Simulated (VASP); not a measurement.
Set up this calculation in VASP 6.6.1, as the native input.

* Task: single point
* Functional: r2SCAN
* Potentials or basis: VASP PAW PBE potentials, release 64 (B, Sb, Os)
* Cutoff: 520 eV
* k mesh: 4 × 3 × 3, shifted
* Occupations: fermi-dirac, width 0.0493 eV
* Spin: no spin polarisation
* Dipole correction: no
* Further INCAR settings: LREAL = Auto; ALGO = Normal; EDIFF = 1e-06; NBANDS = 65

System: B2SbOs5.

```xyz
16
Lattice="5.3831 0.3291 0.2928 0.1783 6.2419 0.4915 -0.2485 -1.4569 6.2189" Properties=species:S:1:pos:R:3 pbc="T T T"
B     1.3137    2.5381    3.3362
B     3.9737    4.4000    5.8860
B     0.7668    0.3543    4.4610
B     2.9193    5.0866    1.4194
Sb    3.1849    3.2257    4.1773
Sb    0.2486    4.5099    1.7924
Os    2.0726    2.3861    1.2911
Os    3.9423    0.6689    1.0970
Os    0.9860    4.5192    4.2058
Os    2.7918    0.8442    5.1441
Os    1.7144    0.1587    2.3547
Os    4.0363    5.5766    3.8906
Os    4.9106    1.6590    3.2366
Os    1.4707    2.8528    5.9796
Os    4.8843    1.5662    6.4116
Os    0.7112   -1.0090    6.1672
```

The input as run:

POSCAR

```
B2SbOs5
1.0
    5.3830530000      0.3291300000      0.2927610000
    0.1782640000      6.2418690000      0.4914780000
   -0.2484590000     -1.4568580000      6.2188720000
B Sb Os
4 2 10
Direct
    0.2496470000      0.5065790000      0.4846830000
    0.7485400000      0.8622300000      0.8430920000
    0.1674780000      0.2096480000      0.6928760000
    0.5215800000      0.8198340000      0.1388880000
    0.5984270000      0.6239160000      0.5942270000
    0.0309750000      0.7735550000      0.2256290000
    0.3791140000      0.3992040000      0.1582090000
    0.7352360000      0.0996550000      0.1339060000
    0.1825700000      0.8544620000      0.6001720000
    0.5450230000      0.2882690000      0.7787410000
    0.3318850000      0.0909770000      0.3558190000
    0.7412680000      0.9742350000      0.5137200000
    0.9223890000      0.3225350000      0.4515390000
    0.2930350000      0.6507900000      0.8963000000
    0.9373070000      0.4240170000      0.9533570000
    0.1753920000      0.0575710000      0.9788780000
```

INCAR.step1

```
PREC     = Accurate       # precision mode
ENCUT    = 520            # plane-wave cutoff, eV
ISMEAR   = -1             # smearing method
SIGMA    = 0.0493         # smearing width, eV
LREAL    = Auto         
LASPH    = T              # aspherical terms in the spheres
NELM     = 60             # most SCF steps
NBANDS   = 65             # bands
GGA      = PE             # functional
ALGO     = Normal         # electronic algorithm
EDIFF    = 1E-4           # SCF threshold, eV
LWAVE    = T              # write WAVECAR
LCHARG   = F              # write CHGCAR
```

INCAR.step2

```
PREC     = Accurate       # precision mode
ENCUT    = 520            # plane-wave cutoff, eV
EDIFF    = 1E-6           # SCF threshold, eV
ISMEAR   = -1             # smearing method
SIGMA    = 0.0493         # smearing width, eV
LREAL    = Auto         
LASPH    = T              # aspherical terms in the spheres
NELM     = 60             # most SCF steps
ALGO     = Normal         # electronic algorithm
ISIF     = 2              # what is computed and relaxed
LWAVE    = F              # write WAVECAR
LCHARG   = T              # write CHGCAR
METAGGA  = R2SCAN         # meta-GGA
LMIXTAU  = T            
LELF     = T              # ELF
LVHAR    = T            
NBANDS   = 65             # bands
ISTART   = 1
```

KPOINTS

```
Automatic mesh
0
Gamma
  4 3 3
  0.5 0 0.5
```

Potentials or basis: VASP PAW PBE potentials, release 64 (B, Sb, Os).

The run is started by

```bash
$ cat potpaw_PBE.64/B/POTCAR potpaw_PBE.64/Sb/POTCAR potpaw_PBE.64/Os/POTCAR > POTCAR
$ cp INCAR.step1 INCAR
$ mpirun -np 1 vasp_std > vasp.out
$ cp INCAR.step2 INCAR
$ mpirun -np 1 vasp_std > vasp.out
```

It gave:

```yaml
Pressure: 28.8 GPa
Largest_force: 3.976 eV/Å
Band_gap_on_the_k_mesh: zero (bands 51 and 52 overlap by 0.07 eV)
```

Caveat: the PAW data sets were made with another functional, which shifts forces and pressure a little; spin-orbit coupling is left out, which moves the levels of the heavy elements.

It took 20 min on 1 thread of Intel(R) Xeon(R) Platinum 8259CL CPU @ 2.50GHz (Skylake/Cascade Lake), with other jobs on the host, peak memory 0.4 GiB.
